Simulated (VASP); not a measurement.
Here is a VASP 6.6.1 calculation.

Contents of POSCAR:

```
ZnS
1.0
    0.0000000000      2.7815112070      2.7815112070
    2.7815112070      0.0000000000      2.7815112070
    2.7815112070      2.7815112070      0.0000000000
Zn S
1 1
Direct
    0.2500000000      0.2500000000      0.2500000000
    0.0000000000      0.0000000000      0.0000000000
```

Contents of INCAR.step1:

```
ALGO = Normal
EDIFF = 1E-4
ENCUT = 520
GGA = PE
ISMEAR = 0
LASPH = True
LCHARG = False
LREAL = False
LWAVE = True
NBANDS = 16
NELM = 80
PREC = Accurate
SIGMA = 0.02
```

INCAR.step2

```
ALGO = Normal
EDIFF = 1E-6
ENCUT = 520
ISIF = 2
ISMEAR = 0
ISTART = 1
LASPH = True
LCHARG = False
LMIXTAU = True
LREAL = False
LWAVE = False
METAGGA = R2SCAN
NBANDS = 16
NELM = 80
PREC = Accurate
SIGMA = 0.02
```

Contents of KPOINTS:

```
k-points
0
Gamma
  8 8 8
```

Potentials or basis: VASP PAW PBE potentials, release 64 (Zn, S).

Launch:

```bash
$ cat potpaw_PBE.64/Zn/POTCAR potpaw_PBE.64/S/POTCAR > POTCAR
$ cp INCAR.step1 INCAR
$ mpirun -np 1 vasp_std > vasp.out
$ cp INCAR.step2 INCAR
$ mpirun -np 1 vasp_std > vasp.out
```

(1) Estimate the pressure.

(2) What does it give for the band gap on the k mesh?

Results:

(1) -6.1 GPa.

(2) 2.28 eV, direct.

Caveat: the PAW data sets were made with another functional, which shifts forces and pressure a little.
